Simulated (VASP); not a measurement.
# PbO (P4/nmm) in VASP: further runs, part 3 of 3

VASP 6.6.1.

## (6) Single point, PBE+D3(BJ) (strain +0.050 along x and y, +0.000 along z)

Contents of INCAR:

```
SYSTEM = PbO
  PREC = Accurate
  ENCUT = 520
  EDIFF = 1E-7
  ISMEAR = 0
  SIGMA = 0.05
  LREAL = .FALSE.
  LASPH = .TRUE.
  NELM = 100
  ALGO = Normal
  ISIF = 2
  LWAVE = .FALSE.
  LCHARG = .FALSE.
  GGA = PE
  IVDW = 12
  NBANDS = 28
```

Contents of KPOINTS:

```
Automatic mesh
0
G
  8 8 6
  0 0 0
```

Contents of POSCAR:

```
PbO
1.0
    4.1731200000      0.0000000000      0.0000000000
    0.0000000000      4.1731200000      0.0000000000
    0.0000000000      0.0000000000      5.0220000000
Pb O
2 2
Direct
    0.0000000000      0.5000000000      0.2351000000
    0.5000000000      0.0000000000      0.7649000000
    0.0000000000      0.0000000000      0.0000000000
    0.5000000000      0.5000000000      0.0000000000
```

Potentials or basis: VASP PAW PBE potentials, release 64 (Pb_d, O).

On the command line:

```
cat potpaw_PBE.64/Pb_d/POTCAR potpaw_PBE.64/O/POTCAR > POTCAR
mpirun -np 1 vasp_std > vasp.out
```

OUTCAR:

```text
SYSTEM = PbO
   PREC = Accurate
   ENCUT = 520
   EDIFF = 1E-7
   ISMEAR = 0
   LREAL = .FALSE.
   LASPH = .TRUE.
   NELM = 100
   ISIF = 2
   GGA = PE
   IVDW = 12
 IVDW          = 12

 ion  position               nearest neighbor table
   1  0.000  0.500  0.235-   3 2.40   4 2.40   3 2.40   4 2.40   2 3.78   2 3.78   2 3.78   2 3.78
                             2 3.97   2 3.97   2 3.97   2 3.97
   2  0.500  0.000  0.765-   3 2.40   4 2.40   4 2.40   3 2.40   1 3.78   1 3.78   1 3.78   1 3.78
                             1 3.97   1 3.97   1 3.97   1 3.97
   3  0.000  0.000  0.000-   1 2.40   2 2.40   1 2.40   2 2.40
   4  0.500  0.500  0.000-   1 2.40   2 2.40   2 2.40   1 2.40

  LATTYP: Found a simple tetragonal cell.
 ALAT       =     4.1731200000
 C/A-ratio  =     1.2034161491

  Lattice vectors:

 A1 = (   4.1731200000,   0.0000000000,   0.0000000000)
 A2 = (   0.0000000000,   4.1731200000,   0.0000000000)
 A3 = (   0.0000000000,   0.0000000000,   5.0220000000)

Analysis of symmetry for initial positions (statically):
=====================================================================
 Subroutine PRICEL returns:
 Original cell was already a primitive cell.

 Routine SETGRP: Setting up the symmetry group for a
 simple tetragonal supercell.

 Subroutine GETGRP returns: Found 16 space group operations
 (whereof  8 operations were pure point group operations)
 out of a pool of 16 trial point group operations.

The static configuration has the point symmetry D_2d.
 The point group associated with its full space group is D_4h.

Analysis of symmetry for dynamics (positions and initial velocities):
=====================================================================
 Subroutine PRICEL returns:
 Original cell was already a primitive cell.

 Routine SETGRP: Setting up the symmetry group for a
 simple tetragonal supercell.

 Subroutine GETGRP returns: Found 16 space group operations
 (whereof  8 operations were pure point group operations)
 out of a pool of 16 trial point group operations.

The dynamic configuration has the point symmetry D_2d.
 The point group associated with its full space group is D_4h.

 Subroutine INISYM returns: Found 16 space group operations
 (whereof  8 operations are pure point group operations),
 and found     1 'primitive' translations

----------------------------------------------------------------------------------------

                                     Primitive cell

  volume of cell :      87.4578

  direct lattice vectors                    reciprocal lattice vectors
     4.173120000  0.000000000  0.000000000     0.239628863  0.000000000  0.000000000
     0.000000000  4.173120000  0.000000000     0.000000000  0.239628863  0.000000000
     0.000000000  0.000000000  5.022000000     0.000000000  0.000000000  0.199123855

  length of vectors
     4.173120000  4.173120000  5.022000000     0.239628863  0.239628863  0.199123855

  position of ions in fractional coordinates (direct lattice)
     0.000000000  0.500000000  0.235100000
     0.500000000  0.000000000  0.764900000
     0.000000000  0.000000000  0.000000000
     0.500000000  0.500000000  0.000000000

  ion indices of the primitive-cell ions
   primitive index   ion index
                 1           1
                 2           2
                 3           3
                 4           4

----------------------------------------------------------------------------------------

[... 29 lines left out ...]
  0.375000  0.000000  0.000000      4.000000
  0.500000  0.000000  0.000000      2.000000
  0.125000  0.125000  0.000000      4.000000
[... 16 lines left out ...]
  0.375000  0.125000  0.166667     16.000000
  0.500000  0.125000  0.166667      8.000000
 [... further k-points ...]
   k-points           NKPTS =     60   k-points in BZ     NKDIM =     60   number of bands    NBANDS=     28
   number of dos      NEDOS =    301   number of ions     NIONS =      4
   total plane-waves  NPLWV =  40960
   dimension x,y,z NGX =    32 NGY =   32 NGZ =   40
   dimension x,y,z NGXF=    64 NGYF=   64 NGZF=   80
   ions per type =               2   2
   NGX,Y,Z   is equivalent  to a cutoff of  12.75, 12.75, 13.24 a.u.
   NGXF,Y,Z  is equivalent  to a cutoff of  25.50, 25.50, 26.48 a.u.
 SYSTEM =  PbO
   PREC   = accura    normal or accurate (medium, high low for compatibility)
   ISTART =      0    job   : 0-new  1-cont  2-samecut
   ICHARG =      2    charge: 1-file 2-atom 10-const
   ISPIN  =      1    spin polarized calculation?
   LNONCOLLINEAR =      F non collinear calculations
   LSORBIT =      F    spin-orbit coupling
   LASPH  =      T    aspherical Exc in radial PAW
   ENCUT  =  520.0 eV  38.22 Ry    6.18 a.u.   7.76  7.76  9.34*2*pi/ulx,y,z
   NELM   =    100;   NELMIN=  2; NELMDL= -5     # of ELM steps
   EDIFF  = 0.1E-06   stopping-criterion for ELM
   LREAL  =      F    real-space projection
   EDIFFG = 0.1E-05   stopping-criterion for IOM
   NSW    =      0    number of steps for IOM
   IBRION =     -1    ionic relax: 0-MD 1-quasi-New 2-CG
   NFREE  =      0    steps in history (QN), initial steepest desc. (CG)
   ISIF   =      2    stress and relaxation
   ISYM   =      2    0-nonsym 1-usesym 2-fastsym
   POTIM  = 0.5000    time-step for ionic-motion
   TEBEG  =    0.0;   TEEND  =   0.0 temperature during run
   PSTRESS=    0.0 pullay stress
   NELECT =      40.0000    total number of electrons
   NUPDOWN=      -1.0000    fix difference up-down
   EMIN   =  10.00;   EMAX   =-10.00  energy-range for DOS
   EFERMI =   0.00;   METHOD = LEGACY
   ISMEAR =     0;   SIGMA  =   0.05  broadening in eV -4-tet -1-fermi 0-gaus
   EFERMI_NEDOS =   21; number of points for ismear=-14 and -15
   IALGO  =     38    algorithm
   IMIX   =      4    mixing-type and parameters
     AMIX     =   0.40;   BMIX     =  1.00
     AMIX_MAG =   1.60;   BMIX_MAG =  1.00
  volume/ion in A,a.u.               =      21.86       147.55
  Fermi-wavevector in a.u.,A,eV,Ry     =   1.261330  2.383568 21.646230  1.590953
  Thomas-Fermi vector in A             =   2.394794
   LORBIT       =      0    0 simple, 1 ext, 2 COOP (PROOUT), +10 PAW based schemes
   GGA     = PE    functional components
   LHFCALC =     F    Hartree Fock is set to
   AEXX    =    0.0000 exact exchange contribution
   IVDW    =    12    specifies the selected vdW correction
   LEPSILON=     F    determine dielectric tensor
   LRPA    =     F    only Hartree local field effects (RPA)
 non-spin polarized calculation
 Gauss-broadening in eV      SIGMA  =   0.05
  energy-cutoff  :      520.00
  volume of cell :       87.46
 maximum number of plane-waves:      2378
 NGX is ok and might be reduce to    32
   NGX = 15   NGY = 15   NGZ = 19

 number of electron      39.9999994 magnetization

 Free energy of the ion-electron system (eV)
  ---------------------------------------------------
  ext. energy  EPLUGINS =         0.00000000
  ---------------------------------------------------
  free energy    TOTEN  =       -21.44031167 eV

  energy without entropy =      -21.44031167  energy(sigma->0) =      -21.44031167

 E-fermi :   4.1866     XC(G=0):  -9.3629

 val. band max:        3.9430046419   @ k =   0.1250   0.1250   0.0000
 cond. band min:       5.4096940364   @ k =   0.5000   0.5000   0.0000
 fundamental gap:      1.4666893946
 Fermi energy:         4.1866460114

 k-point     1 :       0.0000    0.0000    0.0000
  band No.  band energies     occupation
      1     -13.4304      2.00000
      2     -13.2135      2.00000
      3     -11.8275      2.00000
      4     -11.8275      2.00000
      5     -11.7970      2.00000
      6     -11.7280      2.00000
[... 733 lines left out ...]
     27      13.2505      0.00000
     28      13.2505      0.00000

 [... further k-points ...]

------------------------ aborting loop because EDIFF is reached ----------------------------------------

 Edisp (eV)   -0.86837

 E8    (eV) :    -0.3990

  FORCE on cell =-STRESS in cart. coord.  units (eV):
  Direction    XX          YY          ZZ          XY          YZ          ZX
  --------------------------------------------------------------------------------------
  -------------------------------------------------------------------------------------
  Total      -2.82584    -2.82584    -1.66631     0.00000     0.00000     0.00000
  in kB     -51.76784   -51.76784   -30.52584     0.00000     0.00000     0.00000
  external pressure =      -44.69 kB  Pullay stress =        0.00 kB

 VOLUME and BASIS-vectors are now :
 -----------------------------------------------------------------------------
  energy-cutoff  :      520.00
  volume of cell :       87.46
      direct lattice vectors                 reciprocal lattice vectors
     4.173120000  0.000000000  0.000000000     0.239628863  0.000000000  0.000000000
     0.000000000  4.173120000  0.000000000     0.000000000  0.239628863  0.000000000
     0.000000000  0.000000000  5.022000000     0.000000000  0.000000000  0.199123855

 POSITION                                       TOTAL-FORCE (eV/Angst)
 -----------------------------------------------------------------------------------
      0.00000      2.08656      1.18067        -0.000000     -0.000000     -0.526008
      2.08656      0.00000      3.84133         0.000000     -0.000000      0.526008
      0.00000      0.00000      0.00000        -0.000000     -0.000000      0.000000
      2.08656      2.08656      0.00000        -0.000000      0.000000      0.000000
 -----------------------------------------------------------------------------------
    total drift:                                0.000000     -0.000000     -0.000000

  FREE ENERGIE OF THE ION-ELECTRON SYSTEM (eV)
  ---------------------------------------------------
  free  energy   TOTEN  =       -22.3086803506 eV

  energy  without entropy=      -22.3086803506  energy(sigma->0) =      -22.30868035
```

OSZICAR:

```text
N       E                     dE             d eps       ncg     rms          rms(c)
DAV:   1     0.459371845760E+03    0.45937E+03   -0.19561E+04  3360   0.164E+03
DAV:   2     0.370982904679E+02   -0.42227E+03   -0.40508E+03  3428   0.440E+02
DAV:   3    -0.235241886383E+02   -0.60622E+02   -0.58974E+02  4356   0.180E+02
DAV:   4    -0.262743320534E+02   -0.27501E+01   -0.27392E+01  3868   0.402E+01
DAV:   5    -0.263593172419E+02   -0.84985E-01   -0.84976E-01  3844   0.777E+00    0.125E+01
DAV:   6    -0.217994280510E+02    0.45599E+01   -0.28232E+01  4944   0.379E+01    0.637E+00
DAV:   7    -0.214783742239E+02    0.32105E+00   -0.36909E+00  4292   0.136E+01    0.252E+00
DAV:   8    -0.214417748206E+02    0.36599E-01   -0.58542E-01  3536   0.493E+00    0.660E-01
DAV:   9    -0.214395368820E+02    0.22379E-02   -0.41794E-02  5072   0.161E+00    0.321E-01
DAV:  10    -0.214406154824E+02   -0.10786E-02   -0.12065E-02  4084   0.950E-01    0.976E-02
DAV:  11    -0.214403175177E+02    0.29796E-03   -0.22810E-03  5080   0.426E-01    0.512E-02
DAV:  12    -0.214403177517E+02   -0.23403E-06   -0.42385E-04  4832   0.165E-01    0.171E-02
DAV:  13    -0.214403114646E+02    0.62872E-05   -0.65709E-05  4460   0.653E-02    0.362E-03
DAV:  14    -0.214403121245E+02   -0.66000E-06   -0.83624E-06  3832   0.168E-02    0.341E-03
DAV:  15    -0.214403116429E+02    0.48161E-06   -0.81281E-07  4064   0.605E-03    0.393E-04
DAV:  16    -0.214403116718E+02   -0.28823E-07   -0.81759E-08  2016   0.237E-03
   1 F= -.22308680E+02 E0= -.22308680E+02  d E =-.205690E-13
```

stdout:

```text
POSCAR found type information on POSCAR PbO
 POSCAR found :  2 types and       4 ions
 scaLAPACK will be used
 LDA part: xc-table for (Slater+PW92), standard interpolation
 POSCAR, INCAR and KPOINTS ok, starting setup
 FFT: planning ... GRIDC
 FFT: planning ... GRID_SOFT
 FFT: planning ... GRID
 WAVECAR not read
 entering main loop
```

Wall time 60 s (1 thread of AMD EPYC 9R45 (Zen 5), shared host); peak memory 0.25 GiB.

What came out:

```
Free energy                : -22.3087 eV
Pressure                   : -4.5 GPa
Largest force              : 0.526 eV/Å
Band gap on the k mesh     : 1.47 eV (least direct gap 2.05 eV)
Dispersion energy per atom : -0.217 eV
```

Forces on the atoms (eV/Å):
```
Pb   0.000  0.000 -0.526
Pb   0.000  0.000  0.526
O    0.000  0.000  0.000
O    0.000  0.000  0.000
```

Levels at points of the mesh, in eV from the valence-band top:
```
           k point  band 17  band 18  band 19  band 20  band 21  band 22  band 23  band 24
(0.00, 0.00, 0.00)    -1.25    -1.25    -1.18    -0.04     2.26     5.43     5.46     5.46
(0.50, 0.00, 0.00)    -2.44    -2.44    -1.13    -1.13     3.40     3.40     6.22     6.22
(0.50, 0.50, 0.00)    -1.28    -1.28    -0.65    -0.65     1.47     1.47     5.38     5.38
(0.00, 0.00, 0.50)    -1.27    -1.27    -1.23    -0.34     1.79     3.92     4.02     4.02
(0.50, 0.00, 0.50)    -2.39    -2.39    -0.60    -0.60     3.13     3.13     6.02     6.02
(0.50, 0.50, 0.50)    -1.87    -1.87    -0.66    -0.66     3.70     3.70     4.69     4.69
```

Caveat: the cell differs from its parent crystal (strain +0.050 along x and y, +0.000 along z); the cell stands under tension; spin-orbit coupling is left out, which moves the levels of the heavy elements.

## (7) Single point, PBE+D3(BJ) (strain +0.050 along x and y, +0.050 along z)

Contents of INCAR:

```
  PREC = Accurate
  ENCUT = 520
  EDIFF = 1E-6
  ISMEAR = 0
  SIGMA = 0.05
  LREAL = False
  LASPH = True
  NELM = 60
  ALGO = Normal
  ISIF = 2
  LWAVE = False
  LCHARG = False
  GGA = PE
  IVDW = 12
  NBANDS = 28
```

Contents of KPOINTS:

```
Automatic mesh
0
Gamma
  8 8 6
```

POSCAR: that of step 6 with these lines changed.

```diff
@@ -4,3 +4,3 @@
     0.0000000000      4.1731200000      0.0000000000
-    0.0000000000      0.0000000000      5.0220000000
+    0.0000000000      0.0000000000      5.2731000000
 Pb O
```

On the command line:

```
cat potpaw_PBE.64/Pb_d/POTCAR potpaw_PBE.64/O/POTCAR > POTCAR
mpirun -np 1 vasp_std > vasp.out
```

Wall time 60 s (1 thread of AMD EPYC 9R45 (Zen 5), shared host); peak memory 0.25 GiB.

The run converged. Its results:

```yaml
Free_energy: -22.1858 eV
Pressure: -6.6 GPa
Largest_force: 1.194 eV/Å
Band_gap_on_the_k_mesh: 1.42 eV (least direct gap 1.90 eV)
Dispersion_energy_per_atom: -0.207 eV
```

Forces on the atoms (eV/Å):
```
Pb   0.000  0.000 -1.194
Pb   0.000  0.000  1.194
O    0.000  0.000  0.000
O    0.000  0.000  0.000
```

Stress tensor (GPa, compression positive):
```
-6.83  0.00  0.00
 0.00 -6.83  0.00
 0.00  0.00 -6.18
```

Levels at points of the mesh, in eV from the valence-band top:
```tsv
k point	band 17	band 18	band 19	band 20	band 21	band 22	band 23	band 24
(0.00, 0.00, 0.00)	-1.11	-1.03	-1.03	0.00	2.11	5.21	5.33	5.33
(0.50, 0.00, 0.00)	-2.20	-2.20	-1.16	-1.16	3.17	3.17	5.99	5.99
(0.50, 0.50, 0.00)	-1.42	-1.42	-0.48	-0.48	1.42	1.42	5.10	5.10
(0.00, 0.00, 0.50)	-1.15	-1.05	-1.05	-0.50	1.92	3.99	3.99	4.03
(0.50, 0.00, 0.50)	-2.18	-2.18	-0.67	-0.67	2.95	2.95	5.90	5.90
(0.50, 0.50, 0.50)	-1.87	-1.87	-0.48	-0.48	3.50	3.50	4.32	4.32
```

Caveat: the cell differs from its parent crystal (strain +0.050 along x and y, +0.050 along z); the cell stands under tension; spin-orbit coupling is left out, which moves the levels of the heavy elements; forces of over 1 eV/Å act on the atoms, so gaps and moduli don't describe the material at rest. A k mesh can miss the band edges.

## (8) Overview

| cell | gap on the mesh (eV) | pressure (GPa) | largest force (eV/Å) |
| --- | --- | --- | --- |
| a = 3.776, b = 3.776, c = 5.273 Å, 4 atoms | 0.92 | 9.6 | 0.87 |
| a = 3.974, b = 3.974, c = 4.771 Å, 4 atoms | 1.29 | 7.5 | 1.40 |
| a = 4.173, b = 4.173, c = 4.771 Å, 4 atoms | 1.52 | -1.8 | 0.15 |
| a = 3.974, b = 3.974, c = 5.273 Å, 4 atoms | 1.20 | -0.6 | 0.37 |
| a = 4.173, b = 4.173, c = 5.022 Å, 4 atoms | 1.47 | -4.5 | 0.53 |
| a = 4.173, b = 4.173, c = 5.273 Å, 4 atoms | 1.42 | -6.6 | 1.19 |

Alike in all rows: task single point; level PBE+D3(BJ); potentials or basis VASP PAW PBE potentials, release 64 (Pb_d, O); no spin polarisation; k mesh 8 × 8 × 6; cutoff (eV) 520; smearing gaussian 0.05 eV.

Caveats: spin-orbit coupling is left out, which moves the levels of the heavy elements; the cell stands under pressure (at least some runs); forces of over 1 eV/Å act on the atoms, so gaps and moduli don't describe the material at rest (at least some runs); the cell stands under tension (at least some runs).

Total energies depend on the potentials used, so only differences within one code and one set of settings carry meaning.
